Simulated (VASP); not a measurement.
# C (R-3m) in VASP: a series of runs, part 2 of 2

VASP 6.6.1. Earlier steps stand in the parts before.

**3. Single point, PBEsol**

This run uses another cell than the first one, of 9.09 Å³/atom.

INCAR

```
  ALGO = Normal
  EDIFF = 1E-7
  ENCUT = 520
  GGA = PS
  ISIF = 2
  ISMEAR = -1
  LASPH = True
  LCHARG = False
  LREAL = False
  LWAVE = False
  NBANDS = 11
  NELM = 100
  PREC = Accurate
  SIGMA = 0.15
```

KPOINTS

```
k-points
0
Gamma
  14 14 14
```

POSCAR

```
C
1.0
    1.2441891295      0.7183330568      3.3910556693
   -1.2441891295      0.7183330568      3.3910556693
    0.0000000000     -1.4366651004      3.3910556693
C
2
Direct
    0.8360000000      0.8360000000      0.8360000000
    0.1640000000      0.1640000000      0.1640000000
```

Potentials or basis: VASP PAW PBE potentials, release 64 (C).

Run with:

```sh
cat potpaw_PBE.64/C/POTCAR > POTCAR
mpirun -np 1 vasp_std > vasp.out
```

OUTCAR:

```text
EDIFF = 1E-7
   ENCUT = 520
   GGA = PS
   ISIF = 2
   ISMEAR = -1
   LASPH = True
   LREAL = False
   NELM = 100
   PREC = Accurate

 ion  position               nearest neighbor table
   1  0.836  0.836  0.836-   2 1.44   2 1.44   2 1.44
   2  0.164  0.164  0.164-   1 1.44   1 1.44   1 1.44

  LATTYP: Found a trigonal (rhomboedric) cell.
 ALAT       =     3.6828341699
 COS(alpha) =     0.7717354484

  Lattice vectors:

 A1 = (   1.2441891295,   0.7183330568,   3.3910556693)
 A2 = (  -1.2441891295,   0.7183330568,   3.3910556693)
 A3 = (   0.0000000000,  -1.4366651004,   3.3910556693)

Analysis of symmetry for initial positions (statically):
=====================================================================
 Subroutine PRICEL returns:
 Original cell was already a primitive cell.

 Routine SETGRP: Setting up the symmetry group for a
 trigonal (rhombohedral) supercell.

 Subroutine GETGRP returns: Found 12 space group operations
 (whereof 12 operations were pure point group operations)
 out of a pool of 12 trial point group operations.

The static configuration has the point symmetry D_3d.

Analysis of symmetry for dynamics (positions and initial velocities):
=====================================================================
 Subroutine PRICEL returns:
 Original cell was already a primitive cell.

 Routine SETGRP: Setting up the symmetry group for a
 trigonal (rhombohedral) supercell.

 Subroutine GETGRP returns: Found 12 space group operations
 (whereof 12 operations were pure point group operations)
 out of a pool of 12 trial point group operations.

The dynamic configuration has the point symmetry D_3d.

 Subroutine INISYM returns: Found 12 space group operations
 (whereof 12 operations are pure point group operations),
 and found     1 'primitive' translations

----------------------------------------------------------------------------------------
[... 118 lines left out ...]
   GGA     = PS    functional components
   LHFCALC =     F    Hartree Fock is set to
   AEXX    =    0.0000 exact exchange contribution
   IVDW    =     0    specifies the selected vdW correction
   LEPSILON=     F    determine dielectric tensor
   LRPA    =     F    only Hartree local field effects (RPA)
 non-spin polarized calculation
  energy-cutoff  :      520.00
  volume of cell :       18.18
 maximum number of plane-waves:       511
   NGX = 13   NGY = 13   NGZ = 13

 number of electron       8.0000000 magnetization

 Free energy of the ion-electron system (eV)
  ---------------------------------------------------
  ext. energy  EPLUGINS =         0.00000000
  ---------------------------------------------------
  free energy    TOTEN  =       -19.24742579 eV

  energy without entropy =      -19.24527877  energy(sigma->0) =      -19.24635228

 E-fermi :   4.3793     XC(G=0): -10.4195

 val. band max:        4.1195747114   @ k =  -0.1429   0.5000   0.1429
 cond. band min:       4.6706379803   @ k =  -0.1429   0.5000   0.1429
 fundamental gap:      0.5510632689
 Fermi energy:         4.3792974709

 k-point     1 :       0.0000    0.0000    0.0000
  band No.  band energies     occupation
      1     -15.0380      2.00000
      2      -2.0684      2.00000
      3       1.3887      2.00000
      4       1.3887      2.00000
      5       8.3441      0.00000
      6      12.4937      0.00000
      7      12.4937      0.00000
      8      15.4247      0.00000
      9      16.4491      0.00000
     10      26.3928      0.00000
     11      29.4118      0.00000
[... 309 lines left out ...]
 k-point    24 :       0.2857    0.1429    0.0000
  band No.  band energies     occupation
      1     -13.5633      2.00000
      2      -2.4234      2.00000
      3      -1.2035      2.00000
      4      -0.8791      2.00000
      5      10.6603      0.00000
      6      11.7860      0.00000
      7      13.7153      0.00000
      8      15.2246      0.00000
      9      19.8785      0.00000
     10      22.4102      0.00000
     11      27.9839      0.00000

 [... further k-points ...]

------------------------ aborting loop because EDIFF is reached ----------------------------------------

  FORCE on cell =-STRESS in cart. coord.  units (eV):
  Direction    XX          YY          ZZ          XY          YZ          ZX
  --------------------------------------------------------------------------------------
  -------------------------------------------------------------------------------------
  Total       -1.5007507     -1.5007498      0.0567733      0.0000000      0.0000000     -0.0000000
  in kB     -132.2272309   -132.2271537      5.0021456      0.0000000      0.0000005     -0.0000000
  external PRESSURE =     -86.4840797 kB  Pullay stress =       0.0000000 kB

 VOLUME and BASIS-vectors are now :
 -----------------------------------------------------------------------------
  energy-cutoff  :      520.00
  volume of cell :       18.18
      direct lattice vectors                 reciprocal lattice vectors
     1.244189130  0.718333057  3.391055669     0.401868163  0.232018760  0.098297783
    -1.244189130  0.718333057  3.391055669    -0.401868163  0.232018760  0.098297783
     0.000000000 -1.436665100  3.391055669     0.000000000 -0.464037520  0.098297853

 POSITION                                       TOTAL-FORCE (eV/Angst)
 -----------------------------------------------------------------------------------
      0.00000      0.00000      8.50477         0.000000     -0.000000     -0.885835
      0.00000      0.00000      1.66840         0.000000      0.000000      0.885835
 -----------------------------------------------------------------------------------
    total drift:                                0.000000     -0.000000      0.000000

  FREE ENERGIE OF THE ION-ELECTRON SYSTEM (eV)
  ---------------------------------------------------
  free  energy   TOTEN  =       -19.2474257877 eV

  energy  without entropy=      -19.2452787660  energy(sigma->0) =      -19.24635228
```

It took 2 min on 1 thread of Intel Xeon 8259CL, shared host; peak memory 0.18 GiB.

Results:

| Property | Result |
| --- | --- |
| Free energy | -19.2474 eV |
| Pressure | -8.6 GPa |
| Largest force | 0.886 eV/Å |

Forces on the atoms (eV/Å):
```
C    0.000  0.000 -0.886
C    0.000  0.000  0.886
```

Caveat: the cell stands under tension; this functional lacks dispersion, which binds the layers, so the pressure and a relaxed spacing across them are unreliable; the PAW data sets were made with another functional, which shifts forces and pressure a little.

**4. Single point, PBEsol**

This run uses another cell than the first one, of 9.27 Å³/atom.

INCAR

```
  PREC = Accurate
  ENCUT = 520
  EDIFF = 1E-7
  ISMEAR = -1
  SIGMA = 0.15
  LREAL = F
  LASPH = T
  NELM = 100
  ALGO = Normal
  ISIF = 2
  LWAVE = F
  LCHARG = T
  GGA = PS
  LELF = T
  LVHAR = T
  NBANDS = 11
```

KPOINTS

```
regular mesh
0
Gamma
  14 14 14
```

POSCAR

```
C
1.0
    1.2521141147      0.7229085499      3.4126553324
   -1.2521141147      0.7229085499      3.4126553324
    0.0000000000     -1.4458160803      3.4126553324
C
2
Direct
    0.8360000000      0.8360000000      0.8360000000
    0.1640000000      0.1640000000      0.1640000000
```

Run with:

```sh
cat potpaw_PBE.64/C/POTCAR > POTCAR
mpirun -np 1 vasp_std > vasp.out
```

Run time: 2.4 min. Hardware: 1 thread of Intel Xeon 8259CL, shared host; peak memory 0.18 GiB.

The run converged. Its results:

* Free energy: -19.2237 eV
* Pressure: -13.2 GPa
* Largest force: 0.892 eV/Å

Forces on the atoms (eV/Å):
```
C    0.000  0.000 -0.892
C    0.000  0.000  0.892
```

Stress tensor (GPa, compression positive):
```
-20.03   0.00   0.00
  0.00 -20.03   0.00
  0.00   0.00   0.37
```

Caveat: the cell stands under tension; this functional lacks dispersion, which binds the layers, so the pressure and a relaxed spacing across them are unreliable; the PAW data sets were made with another functional, which shifts forces and pressure a little.

**5. Summary**

| cell | pressure (GPa) | largest force (eV/Å) |
| --- | --- | --- |
| a = 3.659 Å, angles 39.5°, 2 atoms | -3.6 | 0.88 |
| a = 3.683 Å, angles 39.5°, 2 atoms | -8.6 | 0.89 |
| a = 3.706 Å, angles 39.5°, 2 atoms | -13.2 | 0.89 |

Alike in all rows: task single point; level PBEsol; potentials or basis VASP PAW PBE potentials, release 64 (C); no spin polarisation; k mesh 14 × 14 × 14; cutoff (eV) 520; smearing fermi-dirac 0.15 eV.

Caveats: the cell stands under tension; this functional lacks dispersion, which binds the layers, so the pressure and a relaxed spacing across them are unreliable; the PAW data sets were made with another functional, which shifts forces and pressure a little.

Total energies depend on the potentials used, so only differences within one code and one set of settings carry meaning.
